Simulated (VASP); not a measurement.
Here is a VASP 6.6.1 calculation.

INCAR

```
SYSTEM = Pd
PREC = Accurate ; ENCUT = 500
EDIFF = 1E-7 ; ISMEAR = -1
SIGMA = 0.05 ; LREAL = .FALSE.
LASPH = .TRUE. ; NELM = 200
ALGO = Normal ; ISIF = 3
LWAVE = .FALSE. ; LCHARG = .FALSE.
ISPIN = 2 ; MAGMOM = 0.5 -0.5
LORBIT = 11 ; LMAXMIX = 4
GGA = PE ; IBRION = 2
NSW = 80 ; EDIFFG = -0.01
GGA_COMPAT = .FALSE. ; NELMIN = 4
```

The input KPOINTS:

```
regular mesh
0
G
  10 10 10
  0 0 0
```

POSCAR

```
Pd
1.0
    3.0873363060      0.0000000000      0.0000000000
    0.0000000000      3.0873363060      0.0000000000
    0.0000000000      0.0000000000      3.0873363060
Pd
2
Direct
    0.0000000000      0.0000000000      0.0000000000
    0.5000000000      0.5000000000      0.5000000000
```

Potentials or basis: VASP PAW PBE potentials, release 64 (Pd).

Run with:

```console
$ cat potpaw_PBE.64/Pd/POTCAR > POTCAR
$ mpirun -np 1 vasp_std > vasp.out
```

(1) What does it give for the band gap on the k mesh?

(2) Predict the relaxed volume.

(3) Predict the relaxed cell.

## Answers

(1) zero (filled and empty bands overlap).

(2) 15.42 Å³/atom.

(3) a = 3.136 Å, b = 3.136 Å, c = 3.136 Å, α = 90.00°, β = 90.00°, γ = 90.00°.
